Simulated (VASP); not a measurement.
A run of VASP 6.6.1 is set up as follows.

File INCAR:

```
ALGO = Normal
EDIFF = 1E-8
ENCUT = 520
GGA = CA
IBRION = 8
ISIF = 2
ISMEAR = 0
LASPH = True
LCHARG = True
LEPSILON = True
LREAL = False
LWAVE = False
NELM = 100
NSW = 1
PREC = Accurate
SIGMA = 0.01
```

File KPOINTS:

```
k-points
0
Gamma
  10 10 10
```

POSCAR

```
ZnS
1.0
    0.0000000000      2.5304772033      2.5304772033
    2.5304772033      0.0000000000      2.5304772033
    2.5304772033      2.5304772033      0.0000000000
Zn S
1 1
Direct
    0.0000000000      0.0000000000      0.0000000000
    0.7500000000      0.7500000000      0.7500000000
```

Potentials or basis: VASP PAW LDA potentials, release 64 (Zn, S).

Launch:

```console
$ cat potpaw_LDA.64/Zn/POTCAR potpaw_LDA.64/S/POTCAR > POTCAR
$ mpirun -np 1 vasp_std > vasp.out
```

Problem. What does it give for the electronic dielectric tensor (diagonal)?

Solution. 6.19.

Problem. What does it give for the Born charges (mean of the diagonal)?

Solution. Zn +1.72; S -1.72 e.

Problem. What does it give for the highest phonon frequency at Γ, LO-TO splitting left out?

Solution. 366 cm⁻¹.

Electronic dielectric tensor:
```
6.19 0.00 0.00
0.00 6.19 0.00
0.00 0.00 6.19
```

Caveat: the cell stands under pressure or tension, which shifts response properties.
